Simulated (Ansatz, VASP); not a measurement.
## AgCl in VASP and in Ansatz

```
CELL_PARAMETERS angstrom
3.39559 0.00000 0.00000
0.00000 3.39559 0.00000
0.00000 0.00000 3.26384
ATOMIC_POSITIONS crystal
Ag 0.00000 0.00000 0.00000
Cl 0.50000 0.50000 0.50000
```

Change from the starting cell: uniaxial_z strain -3.9%.

Alike in both runs: task single point; functional r2SCAN; k mesh 8 × 8 × 8; no spin polarisation.

|  | VASP | Ansatz |
| --- | --- | --- |
| version | VASP 6.6.1 | Ansatz 0.2.0 |
| potentials or method | VASP PAW PBE potentials, release 64 (Ag, Cl) | plane waves, PAW |
| plane-wave cutoff (eV) | 520 | 500 |
| occupations | gaussian, width 0.01 eV | fixed |
| valence electrons in the cell | 18 | 26 |

```tsv
	VASP	Ansatz	Ansatz less VASP
gap on the k mesh at the Fermi level (eV)	1.15	1.18	+0.039
pressure (GPa)	2.4	2.5	+0.08
traceless stress, the component that is largest in VASP (GPa)	1.73	1.75	+0.019
```

VASP's potentials were made for PBE, not for r2SCAN. VASP's potentials hold 18 valence electrons a cell and Ansatz's 26, so a difference there can come from the potentials and not from the codes.
